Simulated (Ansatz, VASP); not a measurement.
# Two plane-wave programs on ScAl3N4

```
Sc Al N
1.0
     6.45000    0.00000    0.00000
     0.00000    5.58000    0.00000
     0.00000    0.00000    5.10000
Sc Al N
2 6 8
Direct
  0.00000 0.82800 0.00000
  0.50000 0.17200 0.50000
  0.00000 0.15000 0.50000
  0.50000 0.85000 0.00000
  0.24700 0.32600 0.01000
  0.74700 0.67400 0.51000
  0.25300 0.67400 0.51000
  0.75300 0.32600 0.01000
  0.00000 0.14000 0.88500
  0.00000 0.82200 0.37000
  0.24200 0.33000 0.39500
  0.75800 0.33000 0.39500
  0.50000 0.86000 0.38500
  0.50000 0.17800 0.87000
  0.74200 0.67000 0.89500
  0.25800 0.67000 0.89500
```

Alike in both runs: task relaxation of cell and atoms; functional PBE; k mesh 2 × 2 × 3; occupations gaussian, width 0.15 eV; no spin polarisation.

```csv
,VASP,Ansatz
version,VASP 6.6.1,Ansatz 0.2.0
potentials or method,"VASP PAW PBE potentials, release 64 (Sc_sv, Al, N), cutoff 600 eV","scalar-relativistic, plane waves, PAW"
valence electrons in the cell,80,80
```

VASP gave:

| Quantity | Value |
| --- | --- |
| gap on the k mesh at the Fermi level, each at its own relaxed structure (eV) | 3.67 |
| relaxed volume (Å³/atom) | 11.50 |
| relaxed cell length with the largest relative difference (Å) | 5.608 |

Q: What did Ansatz give for the same quantities?

A: gap on the k mesh at the Fermi level, each at its own relaxed structure (eV): 3.68; relaxed volume (Å³/atom): 11.51; relaxed cell length with the largest relative difference (Å): 5.613.

The k mesh is coarse, so the values compare programs but aren't converged.
